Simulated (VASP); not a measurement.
Wanted: the native input for a VASP 6.6.1 run.

| Property | Result |
| --- | --- |
| Task | single point |
| Functional | PBE |
| Potentials or basis | VASP PAW PBE potentials, release 64 (Ba_sv, Er_3), 4f in core |
| Cutoff | 500 eV |
| k mesh | 6 × 6 × 6 |
| Occupations | gaussian, width 0.1 eV |
| Spin | no spin polarisation |
| Dipole correction | no |
| Further INCAR settings | ALGO = Normal; EDIFF = 1e-06; NBANDS = 32 |

The structure of Ba4Er lies in POSCAR:

```
Ba4Er
1.0
    4.0598745158      2.3439696446      4.9825114941
   -4.0598745158      2.3439696446      4.9825114941
    0.0000000000     -4.6879392892      4.9825114941
Ba Er
4 1
Direct
    0.5229279650      0.0157664715      0.5229279650
    0.5229279650      0.5229279650      0.0157664715
    0.0157664715      0.5229279650      0.5229279650
    0.1368907097      0.1368907097      0.1368907097
    0.8968018886      0.8968018886      0.8968018886
```

The cell was generated, and may not be a known phase.

The input as run:

INCAR

```
SYSTEM = Ba4Er
PREC = Accurate
ENCUT = 500
EDIFF = 1E-6
ISMEAR = 0
SIGMA = 0.1
LREAL = .FALSE.
LASPH = .TRUE.
NELM = 200
ALGO = Normal
ISIF = 2
LWAVE = .FALSE.
LCHARG = .FALSE.
GGA = PE
NBANDS = 32
GGA_COMPAT = .FALSE.
LMAXMIX = 6
```

KPOINTS

```
Automatic mesh
0
G
  6 6 6
  0 0 0
```

Potentials or basis: VASP PAW PBE potentials, release 64 (Ba_sv, Er_3), 4f in core.

Run with:

```bash
$ cat potpaw_PBE.64/Ba_sv/POTCAR potpaw_PBE.64/Er_3/POTCAR > POTCAR
$ mpirun -np 1 vasp_std > vasp.out
```

Results of the run:

The pressure is 0.1 GPa and the largest force is 0.009 eV/Å. The band gap on the k mesh is zero (an odd number of electrons rules out a gap without spin polarisation).

Caveat: spin-orbit coupling is left out, which moves the levels of the heavy elements; the 4f electrons are frozen in the core, so they carry no moment and show no levels.

It took 3.8 min on 1 thread of Intel(R) Xeon(R) 6975P-C (Granite Rapids), on a shared host, peak memory 0.49 GiB.
